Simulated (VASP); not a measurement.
Crystal: NaF (Villiaumite).

```
Na F
1.0
     0.00000    2.34974    2.34974
     2.34974    0.00000    2.34974
     2.34974    2.34974    0.00000
Na F
1 1
Direct
  0.00000 0.00000 0.00000
  0.50000 0.50000 0.50000
```

| Quantity | Value |
| --- | --- |
| Program | VASP 6.6.1 |
| Task | relaxation of cell and atoms |
| Functional | LDA |
| Potentials or basis | VASP PAW LDA potentials, release 64 (Na_pv, F) |
| Cutoff | 600 eV |
| k mesh | 8 × 8 × 8 |
| Occupations | fermi-dirac, width 0.02 eV |
| Spin | no spin polarisation |

At the start: pressure -6.0 GPa; volume 12.97 Å³/atom.

Task: How do energy, volume and symmetry change on relaxing?

Result: Over 6 steps the energy falls by 34.4 meV/atom and the volume is 11.37 Å³/atom (-12.4 %); space group Fm-3m (No. 225, to 0.05 Å).

The path:
```csv
step,energy change (eV),largest force (eV/Å),pressure (GPa),volume (Å³)
1,0.0000,0.0000,-6.04,25.95
2,-0.0534,0.0000,-3.31,24.15
3,-0.0688,0.0000,-0.24,22.82
4,-0.0689,0.0000,0.09,22.72
5,-0.0689,0.0000,-0.08,22.75
6,-0.0689,0.0000,0.05,22.74
```

Final structure:
```yaml
crystal:
  lattice:
    - [0.00000, 2.24848, 2.24848]
    - [2.24848, 0.00000, 2.24848]
    - [2.24848, 2.24848, 0.00000]
  atoms:
    - { symbol: Na, position: [0.00000, 0.00000, 0.00000] }
    - { symbol: F, position: [0.50000, 0.50000, 0.50000] }
```

Caveat: the volume moved by -12 % from the deposited cell, more than functionals usually miss.
